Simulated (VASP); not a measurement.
# MgS (I-4m2) in VASP: settings compared, part 2 of 2

VASP 6.6.1. The steps go on from the part before.

## (5) Single point, r2SCAN (epitaxial xy strain +1.0%)

POSCAR

```
MgS
1.0
    0.0000000000      2.8591856096      2.7908474565
    2.8591856096      0.0000000000      2.7908474565
    2.8591856096      2.8591856096      0.0000000000
Mg S
1 1
Direct
    0.0000000000      0.0000000000      0.0000000000
    0.2500000000      0.2500000000      0.2500000000
```

INCAR.step1

```
SYSTEM = MgS
PREC = Accurate
ENCUT = 520
ISMEAR = 0
SIGMA = 0.01
LREAL = .FALSE.
LASPH = .TRUE.
NELM = 60
NBANDS = 11
GGA = PE
ALGO = Normal
EDIFF = 1E-4
LWAVE = .TRUE.
LCHARG = .FALSE.
```

INCAR.step2

```
SYSTEM = MgS
PREC = Accurate
ENCUT = 520
EDIFF = 1E-7
ISMEAR = 0
SIGMA = 0.01
LREAL = .FALSE.
LASPH = .TRUE.
NELM = 60
ALGO = Normal
ISIF = 2
LWAVE = .FALSE.
LCHARG = .FALSE.
METAGGA = R2SCAN
LMIXTAU = .TRUE.
NBANDS = 11
ISTART = 1
```

KPOINTS

```
Automatic mesh
0
G
  8 8 8
  0 0 0
```

On the command line:

```sh
> cat potpaw_PBE.64/Mg/POTCAR potpaw_PBE.64/S/POTCAR > POTCAR
> cp INCAR.step1 INCAR
> mpirun -np 1 vasp_std > vasp.out
> cp INCAR.step2 INCAR
> mpirun -np 1 vasp_std > vasp.out
```

It took 2.1 min on 1 thread of Intel Xeon 6975P-C (Granite Rapids), shared host; peak memory 0.18 GiB.

Results (log left out):

* Free energy: -15.4487 eV
* Pressure: -0.6 GPa
* Band gap on the k mesh: 4.06 eV, direct

Stress tensor (GPa, compression positive):
```
-0.81  0.00  0.00
 0.00 -0.81  0.00
 0.00  0.00 -0.27
```

Levels at points of the mesh, in eV from the valence-band top:
| k point | band 2 | band 3 | band 4 | band 5 | band 6 | band 7 |
| --- | --- | --- | --- | --- | --- | --- |
| (0.00, 0.00, 0.00) | -0.06 | -0.06 | 0.00 | 4.06 | 8.53 | 8.53 |
| (0.50, 0.00, 0.00) | -3.17 | -0.43 | -0.31 | 5.72 | 8.05 | 8.29 |
| (0.50, 0.50, 0.00) | -2.77 | -1.16 | -1.16 | 4.24 | 6.09 | 12.23 |
| (0.50, 0.00, 0.50) | -2.88 | -1.05 | -1.04 | 4.30 | 6.27 | 11.93 |

Caveat: the cell differs from its parent crystal (epitaxial xy strain +1.0%); the PAW data sets were made with another functional, which shifts forces and pressure a little. A k mesh can miss the band edges.

## (6) Single point, HSE06 (epitaxial xy strain -1.0%)

POSCAR

```
MgS
1.0
    0.0000000000      2.8025680728      2.8696357606
    2.8025680728      0.0000000000      2.8696357606
    2.8025680728      2.8025680728      0.0000000000
Mg S
1 1
Direct
    0.0000000000      0.0000000000      0.0000000000
    0.2500000000      0.2500000000      0.2500000000
```

INCAR.step1

```
SYSTEM = MgS
PREC = Accurate
ENCUT = 520
EDIFF = 1E-5
ISMEAR = 0
SIGMA = 0.01
LREAL = .FALSE.
LASPH = .TRUE.
NELM = 60
ALGO = Normal
ISIF = 2
LWAVE = .TRUE.
LCHARG = .FALSE.
NBANDS = 11
GGA = PE
```

INCAR.step2: that of step 5 with these lines changed.

```diff
@@ -13,4 +13,6 @@
 LCHARG = .FALSE.
-METAGGA = R2SCAN
-LMIXTAU = .TRUE.
+GGA = PE
+LHFCALC = .TRUE.
+HFSCREEN = 0.2079
+PRECFOCK = Normal
 NBANDS = 11
```

KPOINTS

```
regular mesh
0
G
  6 6 6
  0 0 0
```

Potentials or basis: VASP PAW PBE potentials, release 64 (Mg, S).

On the command line:

```sh
> cat potpaw_PBE.64/Mg/POTCAR potpaw_PBE.64/S/POTCAR > POTCAR
> cp INCAR.step1 INCAR
> mpirun -np 1 vasp_std > vasp.out
> cp INCAR.step2 INCAR
> mpirun -np 1 vasp_std > vasp.out
```

OUTCAR:

```text
SYSTEM = MgS
   PREC = Accurate
   ENCUT = 520
   EDIFF = 1E-7
   ISMEAR = 0
   LREAL = .FALSE.
   LASPH = .TRUE.
   NELM = 60
   ISIF = 2
   GGA = PE
   LHFCALC = .TRUE.
   HFSCREEN = 0.2079
   PRECFOCK = Normal
   ISTART = 1

 ion  position               nearest neighbor table
   1  0.000  0.000  0.000-   2 2.45   2 2.45   2 2.45   2 2.45
   2  0.250  0.250  0.250-   1 2.45   1 2.45   1 2.45   1 2.45

  LATTYP: Found a body centered tetragonal cell.
 ALAT       =     3.9634297780
 C/A-ratio  =     1.4480568201

  Lattice vectors:

 A1 = (  -2.8025680728,   0.0000000000,   2.8696357606)
 A2 = (   2.8025680728,   0.0000000000,   2.8696357606)
 A3 = (   0.0000000000,   2.8025680728,  -2.8696357606)

Analysis of symmetry for initial positions (statically):
=====================================================================
 Subroutine PRICEL returns:
 Original cell was already a primitive cell.

 Routine SETGRP: Setting up the symmetry group for a
 body centered tetragonal supercell.

 Subroutine GETGRP returns: Found  8 space group operations
 (whereof  8 operations were pure point group operations)
 out of a pool of 16 trial point group operations.

The static configuration has the point symmetry D_2d.

Analysis of symmetry for dynamics (positions and initial velocities):
=====================================================================
 Subroutine PRICEL returns:
 Original cell was already a primitive cell.

 Routine SETGRP: Setting up the symmetry group for a
 body centered tetragonal supercell.

 Subroutine GETGRP returns: Found  8 space group operations
 (whereof  8 operations were pure point group operations)
 out of a pool of 16 trial point group operations.

The dynamic configuration has the point symmetry D_2d.

 Subroutine INISYM returns: Found  8 space group operations
 (whereof  8 operations are pure point group operations),
 and found     1 'primitive' translations

----------------------------------------------------------------------------------------
[... 129 lines left out ...]
   IVDW    =     0    specifies the selected vdW correction
   LEPSILON=     F    determine dielectric tensor
   LRPA    =     F    only Hartree local field effects (RPA)
 non-spin polarized calculation
 Gauss-broadening in eV      SIGMA  =   0.01
  energy-cutoff  :      520.00
  volume of cell :       45.08
 maximum number of plane-waves:      1243
 NGX is ok and might be reduce to    30
  NGX = 24; NGY = 24; NGZ = 24

 number of electron       8.0000001 magnetization

 Free energy of the ion-electron system (eV)
  ---------------------------------------------------
  ext. energy  EPLUGINS =         0.00000000
  ---------------------------------------------------
  free energy    TOTEN  =        -9.84430776 eV

  energy without entropy =       -9.84430776  energy(sigma->0) =       -9.84430776

 E-fermi :   0.4650     XC(G=0):  -7.0396

 val. band max:        0.3946031177   @ k =   0.0000   0.0000   0.0000
 cond. band min:       4.9153695849   @ k =   0.0000   0.0000   0.0000
 fundamental gap:      4.5207664672
 Fermi energy:         0.4649918047

 k-point     1 :       0.0000    0.0000    0.0000
  band No.  band energies     occupation
      1     -12.0747      2.00000
      2       0.3277      2.00000
      3       0.3946      2.00000
      4       0.3946      2.00000
      5       4.9154      0.00000
      6       9.5599      0.00000
      7       9.5849      0.00000
      8       9.5849      0.00000
      9      12.3664      0.00000
     10      12.7955      0.00000
     11      15.2841      0.00000
[... 309 lines left out ...]
 k-point    24 :       0.5000   -0.0000    0.3333
  band No.  band energies     occupation
      1     -11.1230      2.00000
      2      -2.4463      2.00000
      3      -1.1376      2.00000
      4      -0.6322      2.00000
      5       5.9566      0.00000
      6       7.8681      0.00000
      7      11.2726      0.00000
      8      12.1433      0.00000
      9      13.6469      0.00000
     10      15.4838      0.00000
     11      16.5801      0.00000

 [... further k-points ...]

------------------------ aborting loop because EDIFF is reached ----------------------------------------

  FORCE on cell =-STRESS in cart. coord.  units (eV):
  Direction    XX          YY          ZZ          XY          YZ          ZX
  --------------------------------------------------------------------------------------
  -------------------------------------------------------------------------------------
  Total        0.1232982      0.1232982     -0.0414424      0.0000000      0.0000000      0.0000000
  in kB        4.3822597      4.3822597     -1.4729455      0.0000000      0.0000000      0.0000000
  external PRESSURE =       2.4305247 kB  Pullay stress =       0.0000000 kB

 VOLUME and BASIS-vectors are now :
 -----------------------------------------------------------------------------
  energy-cutoff  :      520.00
  volume of cell :       45.08
      direct lattice vectors                 reciprocal lattice vectors
     0.000000000  2.802568073  2.869635761    -0.178407798  0.178407798  0.174238141
     2.802568073  0.000000000  2.869635761     0.178407798 -0.178407798  0.174238141
     2.802568073  2.802568073  0.000000000     0.178407798  0.178407798 -0.174238141

 POSITION                                       TOTAL-FORCE (eV/Angst)
 -----------------------------------------------------------------------------------
      0.00000      0.00000      0.00000         0.000000      0.000000      0.000000
      1.40128      1.40128      1.43482        -0.000000     -0.000000     -0.000000
 -----------------------------------------------------------------------------------
    total drift:                                0.000000      0.000000     -0.000000

  FREE ENERGIE OF THE ION-ELECTRON SYSTEM (eV)
  ---------------------------------------------------
  free  energy   TOTEN  =        -9.8443077555 eV

  energy  without entropy=       -9.8443077555  energy(sigma->0) =       -9.84430776
```

OUTCAR.step1:

```text
SYSTEM = MgS
   PREC = Accurate
   ENCUT = 520
   EDIFF = 1E-5
   ISMEAR = 0
   LREAL = .FALSE.
   LASPH = .TRUE.
[... 559 lines left out ...]
      0.00000      0.00000      0.00000        -0.000000     -0.000000      0.000000
      1.40128      1.40128      1.43482         0.000000      0.000000      0.000000
 -----------------------------------------------------------------------------------
    total drift:                               -0.000000     -0.000000      0.000000

  FREE ENERGIE OF THE ION-ELECTRON SYSTEM (eV)
  ---------------------------------------------------
  free  energy   TOTEN  =        -8.4669007988 eV

  energy  without entropy=       -8.4669007988  energy(sigma->0) =       -8.46690080
```

Wall time 32 min (1 thread of Intel Xeon Platinum 8259CL at 2.50GHz (Skylake/Cascade Lake), shared host); peak memory 0.3 GiB.

What came out:

| Property | Result |
| --- | --- |
| Free energy | -9.8443 eV |
| Pressure | 0.2 GPa |
| Band gap on the k mesh | 4.52 eV, direct |

Caveat: the cell differs from its parent crystal (epitaxial xy strain -1.0%); the PAW data sets were made with another functional, which shifts forces and pressure a little.

## (7) Single point, HSE06 (epitaxial xy strain +1.0%)

POSCAR

```
MgS
1.0
    0.0000000000      2.8591856096      2.7908474565
    2.8591856096      0.0000000000      2.7908474565
    2.8591856096      2.8591856096      0.0000000000
Mg S
1 1
Direct
    0.0000000000      0.0000000000      0.0000000000
    0.2500000000      0.2500000000      0.2500000000
```

INCAR.step1

```
PREC = Accurate ; ENCUT = 520
EDIFF = 1E-5 ; ISMEAR = 0
SIGMA = 0.01 ; LREAL = F
LASPH = T ; NELM = 100
ALGO = Normal ; ISIF = 2
LWAVE = T ; NBANDS = 11
GGA = PE
```

INCAR.step2

```
PREC = Accurate ; ENCUT = 520
EDIFF = 1E-7 ; ISMEAR = 0
SIGMA = 0.01 ; LREAL = F
LASPH = T ; NELM = 100
ALGO = Normal ; ISIF = 2
LWAVE = F ; LCHARG = T
GGA = PE ; LHFCALC = T
HFSCREEN = 0.2079 ; PRECFOCK = Normal
LELF = T ; LVHAR = T
NBANDS = 11 ; ISTART = 1
```

KPOINTS

```
regular mesh
0
Gamma
  6 6 6
```

Potentials or basis: VASP PAW PBE potentials, release 64 (Mg, S).

On the command line:

```sh
> cat potpaw_PBE.64/Mg/POTCAR potpaw_PBE.64/S/POTCAR > POTCAR
> cp INCAR.step1 INCAR
> mpirun -np 1 vasp_std > vasp.out
> cp INCAR.step2 INCAR
> mpirun -np 1 vasp_std > vasp.out
```

OUTCAR:

```text
PREC = Accurate
   ENCUT = 520
   EDIFF = 1E-7
   ISMEAR = 0
   LREAL = F
   LASPH = T
   NELM = 100
   ISIF = 2
   GGA = PE
   LHFCALC = T
   HFSCREEN = 0.2079
   PRECFOCK = Normal
   ISTART = 1

 ion  position               nearest neighbor table
   1  0.000  0.000  0.000-   2 2.46   2 2.46   2 2.46   2 2.46
   2  0.250  0.250  0.250-   1 2.46   1 2.46   1 2.46   1 2.46

  LATTYP: Found a body centered tetragonal cell.
[... 534 lines left out ...]

 [... further k-points ...]

------------------------ aborting loop because EDIFF is reached ----------------------------------------

  FORCE on cell =-STRESS in cart. coord.  units (eV):
  Direction    XX          YY          ZZ          XY          YZ          ZX
  --------------------------------------------------------------------------------------
  -------------------------------------------------------------------------------------
  Total       -0.1881400     -0.1881400     -0.0370793      0.0000000      0.0000000      0.0000000
  in kB       -6.6060357     -6.6060357     -1.3019424      0.0000000      0.0000000      0.0000000
  external PRESSURE =      -4.8380046 kB  Pullay stress =       0.0000000 kB

 VOLUME and BASIS-vectors are now :
 -----------------------------------------------------------------------------
  energy-cutoff  :      520.00
  volume of cell :       45.63
      direct lattice vectors                 reciprocal lattice vectors
     0.000000000  2.859185610  2.790847456    -0.174874971  0.174874971  0.179157051
     2.859185610  0.000000000  2.790847456     0.174874971 -0.174874971  0.179157051
     2.859185610  2.859185610  0.000000000     0.174874971  0.174874971 -0.179157051

 POSITION                                       TOTAL-FORCE (eV/Angst)
 -----------------------------------------------------------------------------------
      0.00000      0.00000      0.00000        -0.000000      0.000000      0.000000
      1.42959      1.42959      1.39542         0.000000     -0.000000     -0.000000
 -----------------------------------------------------------------------------------
    total drift:                                0.000000      0.000000     -0.000000

  FREE ENERGIE OF THE ION-ELECTRON SYSTEM (eV)
  ---------------------------------------------------
  free  energy   TOTEN  =        -9.8440500891 eV

  energy  without entropy=       -9.8440500891  energy(sigma->0) =       -9.84405009
```

Run time: 32 min. Hardware: 1 thread of Intel Xeon Platinum 8259CL at 2.50GHz (Skylake/Cascade Lake), shared host; peak memory 0.3 GiB.

What came out:

```
Free energy            : -9.8441 eV
Pressure               : -0.5 GPa
Band gap on the k mesh : 4.44 eV, direct
```

Caveat: the cell differs from its parent crystal (epitaxial xy strain +1.0%); the PAW data sets were made with another functional, which shifts forces and pressure a little.

## (8) Overview

```csv
level,cell,k mesh,smearing,grid for exact exchange (PRECFOCK),screening parameter,gap on the mesh (eV),pressure (GPa)
PBE,"a = 3.995, b = 3.995, c = 4.043 Å, angles 59.6, 59.6, 60.8°, 2 atoms",8 × 8 × 8,fermi-dirac 0.02 eV,-,-,3.39,0.6
r2SCAN,"a = 4.018, b = 4.018, c = 3.923 Å, angles 60.8, 60.8, 58.4°, 2 atoms",8 × 8 × 8,gaussian 0.01 eV,-,-,4.15,0.5
r2SCAN,"a = 4.011, b = 4.011, c = 3.963 Å, angles 60.4, 60.4, 59.2°, 2 atoms",8 × 8 × 8,gaussian 0.01 eV,-,-,4.14,0.1
r2SCAN,"a = 3.995, b = 3.995, c = 4.043 Å, angles 59.6, 59.6, 60.8°, 2 atoms",8 × 8 × 8,gaussian 0.01 eV,-,-,4.06,-0.6
HSE06,"a = 4.011, b = 4.011, c = 3.963 Å, angles 60.4, 60.4, 59.2°, 2 atoms",6 × 6 × 6,gaussian 0.01 eV,Normal,0.2079 1/Å,4.52,0.2
HSE06,"a = 3.995, b = 3.995, c = 4.043 Å, angles 59.6, 59.6, 60.8°, 2 atoms",6 × 6 × 6,gaussian 0.01 eV,Normal,0.2079 1/Å,4.44,-0.5
```

Alike in all rows: task single point; potentials or basis VASP PAW PBE potentials, release 64 (Mg, S); no spin polarisation; cutoff (eV) 520.

Caveats: the PAW data sets were made with another functional, which shifts forces and pressure a little (some runs).

Absolute energies hang on the potentials; compare differences alone.
